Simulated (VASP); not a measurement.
Here is a VASP 6.6.1 calculation.

The input INCAR:

```
SYSTEM = Sb
PREC = Accurate
ENCUT = 600
EDIFF = 1E-6
ISMEAR = -1
SIGMA = 0.05
LREAL = .FALSE.
LASPH = .TRUE.
NELM = 80
ALGO = Normal
ISIF = 3
LWAVE = .FALSE.
LCHARG = .FALSE.
GGA = PE
IBRION = 2
NSW = 60
EDIFFG = -0.01
PSTRESS = 300.0
```

KPOINTS

```
Automatic mesh
0
G
  8 8 8
  0 0 0
```

The input POSCAR:

```
Sb
1.0
    2.1542000000      1.2437279499      3.7580000000
   -2.1542000000      1.2437279499      3.7580000000
    0.0000000000     -2.4874558998      3.7580000000
Sb
2
Direct
    0.7665100000      0.7665100000      0.7665100000
    0.2334900000      0.2334900000      0.2334900000
```

Potentials or basis: VASP PAW PBE potentials, release 64 (Sb).

Launch:

```bash
$ cat potpaw_PBE.64/Sb/POTCAR > POTCAR
$ mpirun -np 1 vasp_std > vasp.out
```

**Question.** Estimate the space group after relaxing (to 0.05 Å).

**Answer.** R-3m (No. 166).

**Question.** Predict the band gap on the k mesh.

**Answer.** Zero (band 5 reaches 11.85 eV, above the bottom of band 6 at 10.21 eV).

**Question.** Predict the relaxed volume.

**Answer.** 22.60 Å³/atom.

Forces on the atoms (eV/Å):
```
Sb   0.000  0.000 -0.005
Sb   0.000  0.000  0.005
```

Caveat: the cell is relaxed towards a set pressure, so the enthalpy falls and the energy may rise; the volume moved by over 15 % at a fixed basis, so the end points are rough; spin-orbit coupling is left out, which moves the levels of the heavy elements.
